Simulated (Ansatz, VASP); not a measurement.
## Sn3GeCl: VASP beside Ansatz

```
Sn Ge Cl
1.0
     5.47677    0.00000    0.00000
     0.00000    5.47677    0.00000
     0.00000    0.00000    5.47677
Sn Ge Cl
3 1 1
Cartesian
  2.7384 0.0000 0.0000
  0.0000 2.7384 0.0000
  0.0000 0.0000 2.7384
  0.0000 0.0000 0.0000
  2.7384 2.7384 2.7384
```

Change from the starting cell: species swapped into the KMgF3 type (Pm-3m, No. 221).

Alike in both runs: functional PBE; k mesh 4 × 4 × 4; occupations gaussian, width 0.1 eV; no spin polarisation.

Ansatz relaxed the structure, and its values are those at the end. VASP's run is a single point on that final structure, the one shown.

|  | VASP | Ansatz |
| --- | --- | --- |
| version | VASP 6.6.1 | Ansatz 0.2.0 |
| potentials or method | VASP PAW PBE potentials, release 64 (Sn_d, Ge_d, Cl), cutoff 520 eV | scalar-relativistic, plane waves, PAW |
| valence electrons in the cell | 63 | 63 |

```csv
,VASP,Ansatz,Ansatz less VASP
gap on the k mesh at the Fermi level (eV),none,none,-
pressure (GPa),0.2,0.2,+0.04
```

A gap of «none» marks a metal or a gap that the smearing closes.
